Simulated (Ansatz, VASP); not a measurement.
## Mo: VASP beside Ansatz

File INCAR:

```
  ALGO = Normal
  EDIFF = 1E-8
  ENCUT = 520
  GGA = PE
  ISIF = 2
  ISMEAR = -1
  LASPH = T
  LCHARG = F
  LEFG = T
  LREAL = F
  LWAVE = F
  NBANDS = 13
  NELM = 80
  PREC = Accurate
  SIGMA = 0.03
```

The input KPOINTS:

```
k-points
0
Gamma
  16 16 16
```

The input POSCAR:

```
Mo
1.0
   -1.5721757002      1.5721757002      1.5958171944
    1.5721757002     -1.5721757002      1.5958171944
    1.5721757002      1.5721757002     -1.5958171944
Mo
1
Direct
    0.0000000000      0.0000000000      0.0000000000
```

Input for Ansatz:

```yaml
crystal:
  lattice:
    - [-1.5721757002, 1.5721757002, 1.5958171944]
    - [1.5721757002, -1.5721757002, 1.5958171944]
    - [1.5721757002, 1.5721757002, -1.5958171944]
  atoms:
    - { symbol: Mo, position: [0.0, 0.0, 0.0] }
kpoints:
  mp_grid: { grid: [16, 16, 16] }
scf:
  occupations: { method: fermi_dirac, width: 0.03 }
hamiltonian:
  xc: pbe
  pseudopotentials: { kind: all_electron, datasets: crystal }
output:
  forces: true
  stress: true
  eigenvalues: true
  efg: { contact_densities: true }
```

Change from the starting cell: z stretched by +1 % at fixed volume, crystal datasets.

Alike in both runs: task electric field gradients; functional PBE; k mesh 16 × 16 × 16; occupations fermi-dirac, width 0.03 eV; no spin polarisation.

```csv
,VASP,Ansatz
version,VASP 6.6.1,Ansatz 0.2.0
potentials or method,"VASP PAW PBE potentials, release 64 (Mo_sv), cutoff 520 eV","all-electron PAW with datasets made for the crystal, scalar-relativistic"
```

|  | VASP | Ansatz | Ansatz less VASP |
| --- | --- | --- | --- |
| pressure (GPa) | 0.6 | 0.0 | -0.52 |
| traceless stress, the component that is largest in VASP (GPa) | -3.33 | -3.33 | +0.002 |
| size of Vzz on the site where it differs most (V/Å²) | 8.0 | 7.8 | -0.15 |

Ansatz ran all-electron here, and VASP with PAW potentials.
